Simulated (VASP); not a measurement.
Input of a VASP 6.6.1 run:

File INCAR:

```
ALGO = Normal
EDIFF = 1E-6
ENCUT = 500
GGA = PE
GGA_COMPAT = False
ISIF = 2
ISMEAR = 0
LASPH = True
LCHARG = True
LMAXMIX = 4
LORBIT = 11
LORBMOM = True
LREAL = False
LSORBIT = True
LVHAR = True
LWAVE = False
MAGMOM = 0 0 0
NBANDS = 24
NELM = 200
PREC = Accurate
SIGMA = 0.1
```

KPOINTS

```
k-points
0
Gamma
  6 6 6
```

File POSCAR:

```
V
1.0
   -1.5130000000      1.5130000000      1.5130000000
    1.5130000000     -1.5130000000      1.5130000000
    1.5130000000      1.5130000000     -1.5130000000
V
1
Direct
    0.0000000000      0.0000000000      0.0000000000
```

Potentials or basis: VASP PAW PBE potentials, release 64 (V_sv).

The run is started by

```sh
$ cat potpaw_PBE.64/V_sv/POTCAR > POTCAR
$ mpirun -np 1 vasp_ncl > vasp.out
```

**Question.** Estimate the pressure.

**Answer.** -3.0 GPa.

**Question.** What does it give for the net moment?

**Answer.** 0.00 μB per cell.

Moments on the atoms (μB; x, y, z):
```
V   0.00 0.00 0.00
```

Caveat: the k points lie up to 0.49 Å⁻¹ apart.
